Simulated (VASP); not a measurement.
Here is a VASP 6.6.1 calculation.

File INCAR:

```
SYSTEM = Cs2SnW3
ALGO = Normal ; EDIFF = 1E-7
EDIFFG = -0.08 ; ENCUT = 600
GGA = PE ; IBRION = 2
ISIF = 3 ; ISMEAR = 0
LASPH = .TRUE. ; LCHARG = .FALSE.
LREAL = .FALSE. ; LWAVE = .FALSE.
NELM = 100 ; NSW = 36
PREC = Accurate ; SIGMA = 0.2
```

File KPOINTS:

```
k-points
0
G
  4 4 2
  0 0 0
```

POSCAR

```
Cs2SnW3
1.0
    5.2162676200      0.0000000000      0.0000000000
   -2.6081338100      4.5174202700      0.0000000000
    0.0000000000      0.0000000000      9.2315782900
Cs Sn W
2 1 3
Direct
    0.0000000000      0.0000000000      0.8130725200
    0.0000000000      0.0000000000      0.1869274800
    0.0000000000      0.0000000000      0.5000000000
    0.5000000000      0.0000000000      0.5000000000
    0.0000000000      0.5000000000      0.5000000000
    0.5000000000      0.5000000000      0.5000000000
```

Potentials or basis: VASP PAW PBE potentials, release 64 (Cs_sv, Sn_d, W_sv).

Launch:

```sh
$ cat potpaw_PBE.64/Cs_sv/POTCAR potpaw_PBE.64/Sn_d/POTCAR potpaw_PBE.64/W_sv/POTCAR > POTCAR
$ mpirun -np 1 vasp_std > vasp.out
```

(1) Predict the space group after relaxing (to 0.1 Å).

(2) Estimate the band gap on the k mesh.

## Answers

(1) P6/mmm (No. 191).

(2) zero (bands 37 and 38 overlap by 0.11 eV).

Caveat: spin-orbit coupling is left out, which moves the levels of the heavy elements.
